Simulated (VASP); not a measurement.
# Ru (P6_3/mmc) in VASP: further runs, part 2 of 2

VASP 6.6.1. Earlier steps stand in the parts before.

**6. Single point, PBE (biaxial strain in the a-b plane: +2.0 %, then relaxed in part)**

Input file INCAR:

```
PREC     = Accurate       # precision mode
ENCUT    = 520            # plane-wave cutoff, eV
EDIFF    = 1E-6           # SCF threshold, eV
ISMEAR   = 0              # smearing method
SIGMA    = 0.1            # smearing width, eV
LREAL    = F              # projectors in reciprocal space
LASPH    = T              # aspherical terms in the spheres
NELM     = 100            # most SCF steps
ALGO     = Fast           # electronic algorithm
ISIF     = 2              # what is computed and relaxed
LWAVE    = F              # write WAVECAR
LCHARG   = T              # write CHGCAR
GGA      = PE             # functional
LELF     = T              # ELF
LVHAR    = T            
NBANDS   = 21             # bands
```

Input file KPOINTS:

```
regular mesh
0
Gamma
  24 24 12
```

Input file POSCAR:

```
Ru
1.0
    2.7743966737      0.0000000000      0.0000000000
   -1.3871983369      2.4026979996      0.0000000000
    0.0000000000      0.0000000000      4.2465407764
Ru
2
Direct
    0.3333333333      0.6666666667      0.2500000000
    0.6666666667      0.3333333333      0.7500000000
```

Potentials or basis: VASP PAW PBE potentials, release 64 (Ru_pv).

Launch:

```sh
cat potpaw_PBE.64/Ru_pv/POTCAR > POTCAR
mpirun -np 1 vasp_std > vasp.out
```

OUTCAR:

```text
PREC = Accurate
   ENCUT = 520
   EDIFF = 1E-6
   ISMEAR = 0
   LREAL = F
   LASPH = T
   NELM = 100
   ISIF = 2
   GGA = PE

 ion  position               nearest neighbor table
   1  0.333  0.667  0.250-   2 2.66   2 2.66   2 2.66   2 2.66   2 2.66   2 2.66
   2  0.667  0.333  0.750-   1 2.66   1 2.66   1 2.66   1 2.66   1 2.66   1 2.66

  LATTYP: Found a hexagonal cell.
 ALAT       =     2.7743966737
 C/A-ratio  =     1.5306177435

  Lattice vectors:

[... 764 lines left out ...]

 [... further k-points ...]

------------------------ aborting loop because EDIFF is reached ----------------------------------------

  FORCE on cell =-STRESS in cart. coord.  units (eV):
  Direction    XX          YY          ZZ          XY          YZ          ZX
  --------------------------------------------------------------------------------------
  -------------------------------------------------------------------------------------
  Total       -1.9889507     -1.9889507     -0.0196048      0.0000000      0.0000000      0.0000000
  in kB     -112.5723078   -112.5723078     -1.1096065      0.0000000      0.0000000      0.0000000
  external PRESSURE =     -75.4180740 kB  Pullay stress =       0.0000000 kB

 VOLUME and BASIS-vectors are now :
 -----------------------------------------------------------------------------
  energy-cutoff  :      520.00
  volume of cell :       28.31
      direct lattice vectors                 reciprocal lattice vectors
     2.774396674  0.000000000  0.000000000     0.360438725  0.208099395  0.000000000
    -1.387198337  2.402698000  0.000000000     0.000000000  0.416198790  0.000000000
     0.000000000  0.000000000  4.246540776     0.000000000  0.000000000  0.235485788

 POSITION                                       TOTAL-FORCE (eV/Angst)
 -----------------------------------------------------------------------------------
     -0.00000      1.60180      1.06164         0.000000     -0.000000      0.000000
      1.38720      0.80090      3.18491        -0.000000      0.000000      0.000000
 -----------------------------------------------------------------------------------
    total drift:                               -0.000000      0.000000     -0.000000

  FREE ENERGIE OF THE ION-ELECTRON SYSTEM (eV)
  ---------------------------------------------------
  free  energy   TOTEN  =       -18.4329496190 eV

  energy  without entropy=      -18.4240723807  energy(sigma->0) =      -18.42851100
```

OSZICAR:

```text
N       E                     dE             d eps       ncg     rms          rms(c)
DAV:   1     0.287188332196E+03    0.28719E+03   -0.17614E+04 17966   0.147E+03
DAV:   2    -0.139945597739E+02   -0.30118E+03   -0.29216E+03 18374   0.442E+02
DAV:   3    -0.197689620676E+02   -0.57744E+01   -0.57401E+01 20944   0.686E+01
DAV:   4    -0.198132703689E+02   -0.44308E-01   -0.44254E-01 22743   0.570E+00
DAV:   5    -0.198138431145E+02   -0.57275E-03   -0.56879E-03 20586   0.574E-01    0.161E+01
RMM:   6    -0.185107000120E+02    0.13031E+01   -0.29220E+00 18193   0.142E+01    0.400E+00
RMM:   7    -0.184397158355E+02    0.70984E-01   -0.33087E-01 19364   0.427E+00    0.916E-01
RMM:   8    -0.184335282417E+02    0.61876E-02   -0.19818E-02 20254   0.132E+00    0.411E-01
RMM:   9    -0.184329339454E+02    0.59430E-03   -0.21689E-03 20413   0.418E-01    0.592E-02
RMM:  10    -0.184329526220E+02   -0.18677E-04   -0.28885E-04 20979   0.158E-01    0.140E-02
RMM:  11    -0.184329516751E+02    0.94691E-06   -0.44661E-05 21858   0.434E-02    0.447E-03
RMM:  12    -0.184329492135E+02    0.24616E-05   -0.86168E-06 19555   0.181E-02    0.247E-03
RMM:  13    -0.184329496190E+02   -0.40555E-06   -0.88070E-07 14492   0.713E-03
   1 F= -.18432950E+02 E0= -.18428511E+02  d E =-.887724E-02
```

stdout:

```text
POSCAR found type information on POSCAR Ru
 POSCAR found :  1 types and       2 ions
 scaLAPACK will be used
 LDA part: xc-table for (Slater+PW92), standard interpolation
 POSCAR, INCAR and KPOINTS ok, starting setup
 FFT: planning ... GRIDC
 FFT: planning ... GRID_SOFT
 FFT: planning ... GRID
 WAVECAR not read
 entering main loop
WARNING in EDDRMM: call to ZHEGV failed, returncode =   6  3     20
```

Run time: 3 min. Hardware: 1 thread of AMD EPYC 7R13 (Zen 3), shared host; peak memory 0.27 GiB.

What came out:

```
Free energy            : -18.4329 eV
Pressure               : -7.5 GPa
Band gap on the k mesh : zero (bands 14 and 15 overlap by 2.98 eV)
```

Caveat: the cell differs from its parent crystal (biaxial strain in the a-b plane: +2.0 %, then relaxed in part); the stress differs along the axes, from -11 to -0 GPa.

**7. The runs side by side**

```tsv
cell	k mesh	further INCAR settings	gap on the mesh (eV)	pressure (GPa)
a = 4.297, b = 5.440, c = 5.440 Å, angles 120.0, 90.0, 90.0°, 8 atoms, atomic positions A	8 × 6 × 6	ALGO = Fast; EDIFF = 1e-06; NBANDS = 66	none	-0.1
a = 2.747, b = 2.747, c = 4.270 Å, angles 90.0, 90.0, 120.0°, 2 atoms, atomic positions B	24 × 24 × 12	ALGO = Fast; EDIFF = 1e-06; NBANDS = 21	none	-3.9
a = 2.747, b = 2.747, c = 4.271 Å, angles 90.0, 90.0, 120.0°, 2 atoms, atomic positions B	24 × 24 × 12	ALGO = Fast; EDIFF = 1e-06; NBANDS = 21	none	-4.0
a = 2.774, b = 2.774, c = 4.247 Å, angles 90.0, 90.0, 120.0°, 2 atoms, atomic positions B	24 × 24 × 12	ALGO = Fast; EDIFF = 1e-06; NBANDS = 21	none	-7.5
```

Alike in all rows: task single point; level PBE; potentials or basis VASP PAW PBE potentials, release 64 (Ru_pv); no spin polarisation; cutoff (eV) 520; smearing gaussian 0.1 eV.

Caveats: the stress differs along the axes, from -6 to -0 GPa (at least some runs); the stress differs along the axes, from -11 to -0 GPa (at least some runs).

Total energies depend on the potentials used, so only differences within one code and one set of settings carry meaning.
